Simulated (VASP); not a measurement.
Here is a VASP 6.6.1 calculation.

File INCAR:

```
SYSTEM = NaCl
PREC = Accurate
ENCUT = 520
EDIFF = 1E-7
ISMEAR = 0
SIGMA = 0.05
LREAL = .False.
LASPH = .True.
NELM = 60
ALGO = Normal
ISIF = 2
LWAVE = .False.
LCHARG = .True.
GGA = PE
LELF = .True.
LVHAR = .True.
NBANDS = 14
```

KPOINTS

```
regular mesh
0
Gamma
  6 6 6
  0 0 0
```

Contents of POSCAR:

```
NaCl
1.0
    3.5021900000      0.0000000000      0.0000000000
    0.0000000000      3.5021900000      0.0000000000
    0.0000000000      0.0000000000      3.5021900000
Na Cl
1 1
Direct
    0.0000000000      0.0000000000      0.0000000000
    0.4917572966      0.4917572966      0.4917572966
```

Potentials or basis: VASP PAW PBE potentials, release 64 (Na_pv, Cl).

Run with:

```console
$ cat potpaw_PBE.64/Na_pv/POTCAR potpaw_PBE.64/Cl/POTCAR > POTCAR
$ mpirun -np 1 vasp_std > vasp.out
```

Predict the band gap on the k mesh.

3.98 eV, indirect (least direct gap 4.47 eV).

What does it give for the pressure?

0.1 GPa.

Forces in eV/Å, atoms in the order of the input:
```
Na  -0.010 -0.010 -0.010
Cl   0.010  0.010  0.010
```

Caveat: the cell differs from its parent crystal (all Cl atoms moved +0.050 Å, as atom 2 towards its neighbour atom 1 (Na) at 3.033 Å). A k mesh can miss the band edges.
